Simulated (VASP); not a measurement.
## GaBAs2: single point with PBE

GaBAs2:

```
B As Ga
1.0
     3.76304    0.00000    0.00000
     0.00000    3.76304    0.00000
     0.00000    0.00000    5.51632
B As Ga
1 2 1
Direct
  0.00000 0.00000 0.00000
  0.00000 0.50000 0.21204
  0.50000 0.00000 0.78796
  0.50000 0.50000 0.50000
```

```yaml
Program: VASP 6.6.1
Task: single point
Functional: PBE
Potentials_or_basis: VASP PAW PBE potentials, release 64 (B, As, Ga_d)
Cutoff: 520 eV
k_mesh: 6 × 6 × 4
Occupations: gaussian, width 0.01 eV
Spin: no spin polarisation
Dipole_correction: no
Further_INCAR_settings: ALGO = Normal; EDIFF = 1e-06; NBANDS = 21
```

```yaml
Pressure: -4.3 GPa
Largest_force: 0.060 eV/Å
Band_gap_on_the_k_mesh: 0.40 eV
```

Forces on the atoms (eV/Å):
```
B    0.000  0.000  0.000
As   0.000  0.000  0.060
As   0.000  0.000 -0.060
Ga   0.000  0.000  0.000
```

Stress tensor (GPa, compression positive):
```
-4.19  0.00  0.00
 0.00 -4.19  0.00
 0.00  0.00 -4.48
```

Levels at points of the mesh, in eV from the valence-band top:
```tsv
k point	band 10	band 11	band 12	band 13	band 14	band 15	band 16	band 17
(0.00, 0.00, 0.00)	-3.57	-0.55	0.00	0.00	0.40	0.79	1.72	3.00
(0.50, 0.00, 0.00)	-4.60	-3.77	-2.59	-0.84	1.56	3.66	4.31	4.34
(0.50, 0.50, 0.00)	-3.78	-3.43	-3.43	-2.94	0.49	1.08	1.08	1.72
(0.00, 0.00, 0.50)	-3.19	-3.19	-1.21	-1.21	0.88	1.40	3.32	3.91
(0.50, 0.00, 0.50)	-2.55	-1.76	-1.75	-0.71	0.44	0.90	3.30	4.19
(0.50, 0.50, 0.50)	-4.42	-4.27	-4.09	-4.09	4.17	4.17	4.24	4.55
```

It took 66 s on 1 thread of Intel Xeon 8259CL, with other jobs on the host, peak memory 0.2 GiB.

Caveat: the cell stands under tension; semilocal functionals underestimate gaps, and a narrow one can read as zero. A k mesh can miss the band edges.
